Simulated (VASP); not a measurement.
# SrCu2Sb2 (P4/nmm) in VASP: single point with LDA

Aim: the single point of SrCu2Sb2 with LDA.

All numbers are computed with VASP 6.6.1; they aren't measurements. Logs are shortened: lines on timing, memory, paths and dates and some standing lists are left out, and cuts for length are marked.

## Step 1: The cell of the first run

Symmetry: P4/nmm, No. 129, tetragonal system. Conventional cell: a = 4.475 Å, b = 4.475 Å, c = 10.490 Å, α = 90.00°, β = 90.00°, γ = 90.00°. Sr (site symmetry 4mm) has 9 Cu at 3.34 to 4.15 Å and 9 Sb at 3.36 to 3.83 Å and 4 Sr at 4.48 Å within 4.5 Å. Within 3.3 Å of Cu (site symmetry 4mm) lie 5 Sb at 2.51 to 2.63 Å. Cu (site symmetry -4m2) has 4 Sb at 2.61 Å and 4 Cu at 3.16 Å and 4 Sr at 3.34 Å within 3.4 Å. Within 3.4 Å of Sb (site symmetry 4mm) lie 5 Cu at 2.51 to 2.61 Å and 4 Sr at 3.36 Å. Sb (site symmetry -4m2) has 4 Cu at 2.63 Å and 4 Sb at 3.16 Å and 4 Sr at 3.55 Å within 3.6 Å.

## Step 2: Single point, LDA

File INCAR:

```
PREC = Accurate
ENCUT = 520
EDIFF = 1E-6
ISMEAR = 0
SIGMA = 0.1
LREAL = False
LASPH = True
NELM = 100
ALGO = Normal
ISIF = 2
LWAVE = False
LCHARG = False
NBANDS = 53
LUSENCCL = False
```

File KPOINTS:

```
regular mesh
0
Gamma
  8 8 4
```

File POSCAR:

```
SrCu2Sb2
1.0
    4.4751762315      0.0000000000      0.0000000000
    0.0000000000      4.4751762315      0.0000000000
    0.0000000000      0.0000000000     10.4903215581
Sr Cu Sb
2 4 4
Direct
    0.5000000000      0.0000000000      0.2368762889
    0.0000000000      0.5000000000      0.7631237111
    0.5000000000      0.0000000000      0.6325630872
    0.0000000000      0.0000000000      0.0000000000
    0.0000000000      0.5000000000      0.3674369128
    0.5000000000      0.5000000000      0.0000000000
    0.0000000000      0.5000000000      0.1282820352
    0.5000000000      0.5000000000      0.5000000000
    0.0000000000      0.0000000000      0.5000000000
    0.5000000000      0.0000000000      0.8717179648
```

Potentials or basis: VASP PAW LDA potentials, release 64 (Sr_sv, Cu, Sb).

On the command line:

```bash
$ cat potpaw_LDA.64/Sr_sv/POTCAR potpaw_LDA.64/Cu/POTCAR potpaw_LDA.64/Sb/POTCAR > POTCAR
$ mpirun -np 1 vasp_std > vasp.out
```

OUTCAR:

```text
PREC = Accurate
   ENCUT = 520
   EDIFF = 1E-6
   ISMEAR = 0
   LREAL = False
   LASPH = True
   NELM = 100
   ISIF = 2

 ion  position               nearest neighbor table
   1  0.500  0.000  0.237-   4 3.34   6 3.34   6 3.34   4 3.34   7 3.36   7 3.36   7 3.36   7 3.36
                             5 3.45   5 3.45   5 3.45   5 3.45   8 3.55   9 3.55   9 3.55   8 3.55
   2  0.000  0.500  0.763-   4 3.34   6 3.34   4 3.34   6 3.34  10 3.36  10 3.36  10 3.36  10 3.36
                             3 3.45   3 3.45   3 3.45   3 3.45   8 3.55   9 3.55   8 3.55   9 3.55
   3  0.500  0.000  0.633-  10 2.51   9 2.63   8 2.63   8 2.63   9 2.63   2 3.45   2 3.45   2 3.45
                             2 3.45
   4  0.000  0.000  0.000-   7 2.61  10 2.61   7 2.61  10 2.61   2 3.34   1 3.34   1 3.34   2 3.34

   5  0.000  0.500  0.367-   7 2.51   8 2.63   9 2.63   9 2.63   8 2.63   1 3.45   1 3.45   1 3.45
                             1 3.45
   6  0.500  0.500  0.000-   7 2.61  10 2.61  10 2.61   7 2.61   1 3.34   1 3.34   2 3.34   2 3.34

   7  0.000  0.500  0.128-   5 2.51   4 2.61   6 2.61   4 2.61   6 2.61   1 3.36   1 3.36   1 3.36
                             1 3.36   2 3.83
   8  0.500  0.500  0.500-   3 2.63   5 2.63   3 2.63   5 2.63   9 3.16   9 3.16   9 3.16   9 3.16
                             2 3.55   1 3.55   2 3.55   1 3.55
   9  0.000  0.000  0.500-   3 2.63   5 2.63   5 2.63   3 2.63   8 3.16   8 3.16   8 3.16   8 3.16
                             1 3.55   2 3.55   2 3.55   1 3.55
  10  0.500  0.000  0.872-   3 2.51   4 2.61   6 2.61   6 2.61   4 2.61   2 3.36   2 3.36   2 3.36
                             2 3.36   1 3.83

  LATTYP: Found a simple tetragonal cell.
 ALAT       =     4.4751762315
 C/A-ratio  =     2.3441136204

  Lattice vectors:

 A1 = (   4.4751762315,   0.0000000000,   0.0000000000)
 A2 = (   0.0000000000,   4.4751762315,   0.0000000000)
 A3 = (   0.0000000000,   0.0000000000,  10.4903215581)

Analysis of symmetry for initial positions (statically):
=====================================================================
 Subroutine PRICEL returns:
 Original cell was already a primitive cell.

 Routine SETGRP: Setting up the symmetry group for a
 simple tetragonal supercell.

 Subroutine GETGRP returns: Found 16 space group operations
 (whereof  8 operations were pure point group operations)
 out of a pool of 16 trial point group operations.

The static configuration has the point symmetry D_2d.
 The point group associated with its full space group is D_4h.

Analysis of symmetry for dynamics (positions and initial velocities):
=====================================================================
 Subroutine PRICEL returns:
 Original cell was already a primitive cell.

 Routine SETGRP: Setting up the symmetry group for a
 simple tetragonal supercell.

 Subroutine GETGRP returns: Found 16 space group operations
 (whereof  8 operations were pure point group operations)
 out of a pool of 16 trial point group operations.

The dynamic configuration has the point symmetry D_2d.
 The point group associated with its full space group is D_4h.

 Subroutine INISYM returns: Found 16 space group operations
 (whereof  8 operations are pure point group operations),
 and found     1 'primitive' translations

----------------------------------------------------------------------------------------

                                     Primitive cell

  volume of cell :     210.0918

  direct lattice vectors                    reciprocal lattice vectors
     4.475176231  0.000000000  0.000000000     0.223454887  0.000000000  0.000000000
     0.000000000  4.475176231  0.000000000     0.000000000  0.223454887  0.000000000
     0.000000000  0.000000000 10.490321558     0.000000000  0.000000000  0.095325963

  length of vectors
     4.475176231  4.475176231 10.490321558     0.223454887  0.223454887  0.095325963

  position of ions in fractional coordinates (direct lattice)
     0.500000000  0.000000000  0.236876289
     0.000000000  0.500000000  0.763123711
     0.500000000  0.000000000  0.632563087
     0.000000000  0.000000000  0.000000000
     0.000000000  0.500000000  0.367436913
     0.500000000  0.500000000  0.000000000
     0.000000000  0.500000000  0.128282035
     0.500000000  0.500000000  0.500000000
     0.000000000  0.000000000  0.500000000
     0.500000000  0.000000000  0.871717965

  ion indices of the primitive-cell ions
   primitive index   ion index
                 1           1
                 2           2
                 3           3
                 4           4
                 5           5
                 6           6
                 7           7
                 8           8
                 9           9
                10          10

----------------------------------------------------------------------------------------

 KPOINTS: regular mesh

Automatic generation of k-mesh.
 Grid dimensions read from file:
 generate k-points for:    8    8    4

 Generating k-lattice:

  Cartesian coordinates                     Fractional coordinates (reciprocal lattice)
     0.027931861  0.000000000  0.000000000     0.125000000  0.000000000  0.000000000
     0.000000000  0.027931861  0.000000000     0.000000000  0.125000000  0.000000000
     0.000000000  0.000000000  0.023831491     0.000000000  0.000000000  0.250000000

  Length of vectors
     0.027931861  0.027931861  0.023831491

  Shift w.r.t. Gamma in fractional coordinates (k-lattice)
     0.000000000  0.000000000  0.000000000

 Subroutine IBZKPT returns following result:
 ===========================================

 Found     45 irreducible k-points:

 Following reciprocal coordinates:
            Coordinates               Weight
  0.000000  0.000000  0.000000      1.000000
  0.125000  0.000000  0.000000      4.000000
  0.250000  0.000000  0.000000      4.000000
  0.375000  0.000000  0.000000      4.000000
  0.500000  0.000000  0.000000      2.000000
  0.125000  0.125000  0.000000      4.000000
[... 16 lines left out ...]
  0.375000  0.125000  0.250000     16.000000
  0.500000  0.125000  0.250000      8.000000
 [... further k-points ...]
   k-points           NKPTS =     45   k-points in BZ     NKDIM =     45   number of bands    NBANDS=     53
   number of dos      NEDOS =    301   number of ions     NIONS =     10
   total plane-waves  NPLWV = 103680
   dimension x,y,z NGX =    36 NGY =   36 NGZ =   80
   dimension x,y,z NGXF=    72 NGYF=   72 NGZF=  160
   ions per type =               2   4   4
   NGX,Y,Z   is equivalent  to a cutoff of  13.37, 13.37, 12.68 a.u.
   NGXF,Y,Z  is equivalent  to a cutoff of  26.75, 26.75, 25.36 a.u.
 SYSTEM =  unknown system
   PREC   = accura    normal or accurate (medium, high low for compatibility)
   ISTART =      0    job   : 0-new  1-cont  2-samecut
   ICHARG =      2    charge: 1-file 2-atom 10-const
   ISPIN  =      1    spin polarized calculation?
   LNONCOLLINEAR =      F non collinear calculations
   LSORBIT =      F    spin-orbit coupling
   LASPH  =      T    aspherical Exc in radial PAW
   ENCUT  =  520.0 eV  38.22 Ry    6.18 a.u.   8.32  8.32 19.51*2*pi/ulx,y,z
   NELM   =    100;   NELMIN=  2; NELMDL= -5     # of ELM steps
   EDIFF  = 0.1E-05   stopping-criterion for ELM
   LREAL  =      F    real-space projection
   EDIFFG = 0.1E-04   stopping-criterion for IOM
   NSW    =      0    number of steps for IOM
   IBRION =     -1    ionic relax: 0-MD 1-quasi-New 2-CG
   NFREE  =      0    steps in history (QN), initial steepest desc. (CG)
   ISIF   =      2    stress and relaxation
   ISYM   =      2    0-nonsym 1-usesym 2-fastsym
   POTIM  = 0.5000    time-step for ionic-motion
   TEBEG  =    0.0;   TEEND  =   0.0 temperature during run
   PSTRESS=    0.0 pullay stress
   NELECT =      84.0000    total number of electrons
   NUPDOWN=      -1.0000    fix difference up-down
   EMIN   =  10.00;   EMAX   =-10.00  energy-range for DOS
   EFERMI =   0.00;   METHOD = LEGACY
   ISMEAR =     0;   SIGMA  =   0.10  broadening in eV -4-tet -1-fermi 0-gaus
   EFERMI_NEDOS =   21; number of points for ismear=-14 and -15
   IALGO  =     38    algorithm
   IMIX   =      4    mixing-type and parameters
     AMIX     =   0.40;   BMIX     =  1.00
     AMIX_MAG =   1.60;   BMIX_MAG =  1.00
  volume/ion in A,a.u.               =      21.01       141.78
  Fermi-wavevector in a.u.,A,eV,Ry     =   1.206049  2.279102 19.790406  1.454554
  Thomas-Fermi vector in A             =   2.341727
   LORBIT       =      0    0 simple, 1 ext, 2 COOP (PROOUT), +10 PAW based schemes
   GGA     = CA    functional components
   LHFCALC =     F    Hartree Fock is set to
   AEXX    =    0.0000 exact exchange contribution
   IVDW    =     0    specifies the selected vdW correction
   LEPSILON=     F    determine dielectric tensor
   LRPA    =     F    only Hartree local field effects (RPA)
 non-spin polarized calculation
 Gauss-broadening in eV      SIGMA  =   0.10
  energy-cutoff  :      520.00
  volume of cell :      210.09
 maximum number of plane-waves:      5696
 NGX is ok and might be reduce to    36
   NGX = 17   NGY = 17   NGZ = 39

 number of electron      84.0000058 magnetization

 Free energy of the ion-electron system (eV)
  ---------------------------------------------------
  ext. energy  EPLUGINS =         0.00000000
  ---------------------------------------------------
  free energy    TOTEN  =       -46.61645112 eV

  energy without entropy =      -46.60086498  energy(sigma->0) =      -46.60865805

 E-fermi :   7.1082     XC(G=0): -10.8201

 val. band max:        7.0698687962   @ k =   0.2500   0.1250   0.0000
 cond. band min:       7.1350998029   @ k =   0.3750   0.0000   0.2500
 fundamental gap:      0.0652310067
 Fermi energy:         7.1082281492

 k-point     1 :       0.0000    0.0000    0.0000
  band No.  band energies     occupation
      1     -28.1296      2.00000
      2     -28.1293      2.00000
      3     -10.3970      2.00000
      4     -10.3529      2.00000
      5     -10.2621      2.00000
      6     -10.2621      2.00000
[... 45 lines left out ...]
     52      10.7410      0.00000
     53      10.9740      0.00000
[... 1286 lines left out ...]
     52      11.0235      0.00000
     53      11.5558      0.00000

 [... further k-points ...]
[... 5 lines left out ...]
  --------------------------------------------------------------------------------------
  -------------------------------------------------------------------------------------
  Total        0.7258265      0.7258265      0.7547887      0.0000000      0.0000000      0.0000000
  in kB        5.5352127      5.5352127      5.7560806      0.0000000      0.0000000      0.0000000
  external PRESSURE =       5.6088354 kB  Pullay stress =       0.0000000 kB

 VOLUME and BASIS-vectors are now :
 -----------------------------------------------------------------------------
  energy-cutoff  :      520.00
  volume of cell :      210.09
      direct lattice vectors                 reciprocal lattice vectors
     4.475176231  0.000000000  0.000000000     0.223454887  0.000000000  0.000000000
     0.000000000  4.475176231  0.000000000     0.000000000  0.223454887  0.000000000
     0.000000000  0.000000000 10.490321558     0.000000000  0.000000000  0.095325963

 POSITION                                       TOTAL-FORCE (eV/Angst)
 -----------------------------------------------------------------------------------
      2.23759      0.00000      2.48491         0.000000      0.000000      0.002571
      0.00000      2.23759      8.00541         0.000000     -0.000000     -0.002571
      2.23759      0.00000      6.63579         0.000000     -0.000000      0.018645
      0.00000      0.00000      0.00000         0.000000     -0.000000      0.000000
      0.00000      2.23759      3.85453        -0.000000      0.000000     -0.018645
      2.23759      2.23759      0.00000         0.000000      0.000000      0.000000
      0.00000      2.23759      1.34572         0.000000     -0.000000      0.016598
      2.23759      2.23759      5.24516         0.000000      0.000000      0.000000
      0.00000      0.00000      5.24516         0.000000     -0.000000      0.000000
      2.23759      0.00000      9.14460         0.000000     -0.000000     -0.016598
 -----------------------------------------------------------------------------------
    total drift:                                0.000000      0.000000     -0.000000

  FREE ENERGIE OF THE ION-ELECTRON SYSTEM (eV)
  ---------------------------------------------------
  free  energy   TOTEN  =       -46.6164511189 eV

  energy  without entropy=      -46.6008649816  energy(sigma->0) =      -46.60865805
```

It took 4.3 min on 1 × NVIDIA H100 80GB with 1 thread of AMD EPYC 7R13 (Zen 3), shared host; peak memory 1.6 GiB.

Results:

- Free energy: -46.6165 eV
- Pressure: 0.6 GPa
- Largest force: 0.019 eV/Å
- Band gap on the k mesh: zero (bands 42 and 43 overlap by 1.13 eV)

Forces in eV/Å, atoms in the order of the input:
```
Sr   0.000  0.000  0.003
Sr   0.000  0.000 -0.003
Cu   0.000  0.000  0.019
Cu   0.000  0.000  0.000
Cu   0.000  0.000 -0.019
Cu   0.000  0.000  0.000
Sb   0.000  0.000  0.017
Sb   0.000  0.000  0.000
Sb   0.000  0.000  0.000
Sb   0.000  0.000 -0.017
```

Caveat: spin-orbit coupling is left out, which moves the levels of the heavy elements.
